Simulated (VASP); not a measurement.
# C in VASP: further runs, part 2 of 2

VASP 6.6.1. The steps go on from the part before.

### Step 5. Single point, PBE+D3(BJ)

INCAR

```
ALGO = Normal
DIPOL = 0.5 0.5 0.342
EDIFF = 1E-6
ENCUT = 520
GGA = PE
IDIPOL = 3
ISIF = 2
ISMEAR = 0
IVDW = 12
LASPH = True
LCHARG = False
LDIPOL = True
LREAL = False
LWAVE = False
NBANDS = 16
NELM = 60
PREC = Accurate
SIGMA = 0.1
```

KPOINTS

```
k-points
0
Gamma
  15 15 1
```

POSCAR

```
C
1.0
    2.4656524409      0.0000000000      0.0000000000
   -1.2328262205      2.1353176508      0.0000000000
    0.0000000000      0.0000000000     17.5000663883
C
4
Direct
    0.6666666667      0.3333333333      0.2571437784
    0.3333333333      0.6666666667      0.2571418816
    0.6666666667      0.3333333333      0.4274307435
    0.3333333333      0.6666666667      0.4274288467
```

Potentials or basis: VASP PAW PBE potentials, release 64 (C).

Launch:

```bash
> cat potpaw_PBE.64/C/POTCAR > POTCAR
> mpirun -np 1 vasp_std > vasp.out
```

OUTCAR:

```text
EDIFF = 1E-6
   ENCUT = 520
   GGA = PE
   ISIF = 2
   ISMEAR = 0
   IVDW = 12
   LASPH = True
   LREAL = False
   NELM = 60
   PREC = Accurate
 IVDW          = 12

 ion  position               nearest neighbor table
   1  0.667  0.333  0.257-   2 1.42   2 1.42   2 1.42
   2  0.333  0.667  0.257-   1 1.42   1 1.42   1 1.42
   3  0.667  0.333  0.427-   4 1.42   4 1.42   4 1.42
   4  0.333  0.667  0.427-   3 1.42   3 1.42   3 1.42

  LATTYP: Found a hexagonal cell.
 ALAT       =     2.4656524409
 C/A-ratio  =     7.0975398227

  Lattice vectors:

 A1 = (   2.4656524409,   0.0000000000,   0.0000000000)
 A2 = (  -1.2328262205,   2.1353176508,   0.0000000000)
 A3 = (   0.0000000000,   0.0000000000,  17.5000663883)

Analysis of symmetry for initial positions (statically):
=====================================================================
 Subroutine PRICEL returns:
 Original cell was already a primitive cell.

 Routine SETGRP: Setting up the symmetry group for a
 hexagonal supercell.

 Subroutine GETGRP returns: Found 24 space group operations
 (whereof 12 operations were pure point group operations)
 out of a pool of 24 trial point group operations.

The static configuration has the point symmetry C_6v.
 The point group associated with its full space group is D_6h.

Analysis of symmetry for dynamics (positions and initial velocities):
=====================================================================
 Subroutine PRICEL returns:
 Original cell was already a primitive cell.

 Routine SETGRP: Setting up the symmetry group for a
 hexagonal supercell.

 Subroutine GETGRP returns: Found 24 space group operations
 (whereof 12 operations were pure point group operations)
 out of a pool of 24 trial point group operations.

The dynamic configuration has the point symmetry C_6v.
 The point group associated with its full space group is D_6h.
[... 128 lines left out ...]
   GGA     = PE    functional components
   LHFCALC =     F    Hartree Fock is set to
   AEXX    =    0.0000 exact exchange contribution
   IVDW    =    12    specifies the selected vdW correction
   LEPSILON=     F    determine dielectric tensor
   LRPA    =     F    only Hartree local field effects (RPA)
 non-spin polarized calculation
 Gauss-broadening in eV      SIGMA  =   0.10
  energy-cutoff  :      520.00
  volume of cell :       92.14
 maximum number of plane-waves:      2516
   NGX =  9   NGY =  9   NGZ = 65

 dipolmoment           0.000000      0.000000      0.000449 electrons x Angstroem

 number of electron      15.9999996 magnetization

 dipolmoment           0.000000      0.000000     -0.000131 electrons x Angstroem

 Free energy of the ion-electron system (eV)
  ---------------------------------------------------
  ext. energy  EPLUGINS =         0.00000000
  ---------------------------------------------------
  free energy    TOTEN  =       -36.70128754 eV

  energy without entropy =      -36.70128754  energy(sigma->0) =      -36.70128754

 E-fermi :  -0.8777     XC(G=0):  -4.3491

 val. band max:       -1.2856142121   @ k =   0.3333   0.2667   0.0000
 cond. band min:      -0.4703819184   @ k =   0.3333   0.2667   0.0000
 fundamental gap:      0.8152322937
 Fermi energy:        -0.8777021984

 k-point     1 :       0.0000    0.0000    0.0000
  band No.  band energies     occupation
      1     -20.5883      2.00000
      2     -20.2250      2.00000
      3      -9.3118      2.00000
      4      -7.6042      2.00000
      5      -3.9333      2.00000
      6      -3.9333      2.00000
[... 433 lines left out ...]
      3     -13.6728      2.00000
      4     -13.4441      2.00000
      5      -9.7884      2.00000
      6      -9.6396      2.00000
[... 8 lines left out ...]
     15      11.1463      0.00000
     16      11.4274      0.00000

 [... further k-points ...]

------------------------ aborting loop because EDIFF is reached ----------------------------------------

 vacuum level on the upper side and lower side of the slab       (xc-potential included)        -0.161        -0.161

 Edisp (eV)   -0.51809

 E8    (eV) :    -0.1569

  FORCE on cell =-STRESS in cart. coord.  units (eV):
  Direction    XX          YY          ZZ          XY          YZ          ZX
  --------------------------------------------------------------------------------------
  -------------------------------------------------------------------------------------
  Total      -0.11645    -0.11645     1.75071     0.00000    -0.00000     0.00000
  in kB      -2.02492    -2.02492    30.44319     0.00000    -0.00000     0.00000
  external pressure =        8.80 kB  Pullay stress =        0.00 kB

 VOLUME and BASIS-vectors are now :
 -----------------------------------------------------------------------------
  energy-cutoff  :      520.00
  volume of cell :       92.14
      direct lattice vectors                 reciprocal lattice vectors
     2.465652441  0.000000000  0.000000000     0.405572166  0.234157199  0.000000000
    -1.232826221  2.135317651  0.000000000     0.000000000  0.468314398  0.000000000
     0.000000000  0.000000000 17.500066388     0.000000000  0.000000000  0.057142640

 POSITION                                       TOTAL-FORCE (eV/Angst)
 -----------------------------------------------------------------------------------
      1.23283      0.71177      4.50003         0.000000      0.000000     -0.297986
     -0.00000      1.42355      4.50000        -0.000000     -0.000000     -0.297986
      1.23283      0.71177      7.48007         0.000000      0.000000      0.297986
     -0.00000      1.42355      7.48003        -0.000000      0.000000      0.297986
 -----------------------------------------------------------------------------------
    total drift:                               -0.000000     -0.000000     -0.029702

  FREE ENERGIE OF THE ION-ELECTRON SYSTEM (eV)
  ---------------------------------------------------
  free  energy   TOTEN  =       -37.2193750354 eV

  energy  without entropy=      -37.2193750350  energy(sigma->0) =      -37.21937504

 vacuum level on the upper side and lower side of the slab         3.397         3.400
```

OSZICAR:

```text
N       E                     dE             d eps       ncg     rms          rms(c)
DAV:   1     0.842862883665E+02    0.84286E+02   -0.66917E+03   872   0.811E+02
DAV:   2    -0.310746463331E+02   -0.11536E+03   -0.10290E+03  1200   0.191E+02
DAV:   3    -0.389836188389E+02   -0.79090E+01   -0.78371E+01  1128   0.528E+01
[... 11 lines left out ...]
DAV:  15    -0.367012143430E+02   -0.26125E-03   -0.25239E-05   912   0.198E-02    0.543E-03
DAV:  16    -0.367012643183E+02   -0.49975E-04   -0.16184E-06   952   0.738E-03    0.289E-03
DAV:  17    -0.367012843262E+02   -0.20008E-04   -0.13111E-06   888   0.527E-03    0.168E-03
DAV:  18    -0.367012872076E+02   -0.28814E-05   -0.94572E-08   776   0.169E-03    0.218E-04
DAV:  19    -0.367012875408E+02   -0.33326E-06   -0.13321E-08   744   0.671E-04
   1 F= -.37219375E+02 E0= -.37219375E+02  d E =-.366213E-09
```

stdout:

```text
POSCAR found type information on POSCAR C
 POSCAR found :  1 types and       4 ions
 scaLAPACK will be used
 LDA part: xc-table for (Slater+PW92), standard interpolation
 POSCAR, INCAR and KPOINTS ok, starting setup
 FFT: planning ... GRIDC
 FFT: planning ... GRID_SOFT
 FFT: planning ... GRID
 WAVECAR not read
 entering main loop
```

It took 43 s on 1 thread of Intel Xeon Platinum 8259CL at 2.50GHz (Skylake/Cascade Lake), shared host; peak memory 0.2 GiB.

What came out:

```yaml
Free_energy: -37.2194 eV
Largest_force: 0.298 eV/Å
Band_gap_on_the_k_mesh: 0.82 eV, direct
Dispersion_energy_per_atom: -0.130 eV
```

Forces in eV/Å, atoms in the order of the input:
```
C    0.000  0.000 -0.298
C    0.000  0.000 -0.298
C    0.000  0.000  0.298
C    0.000  0.000  0.298
```
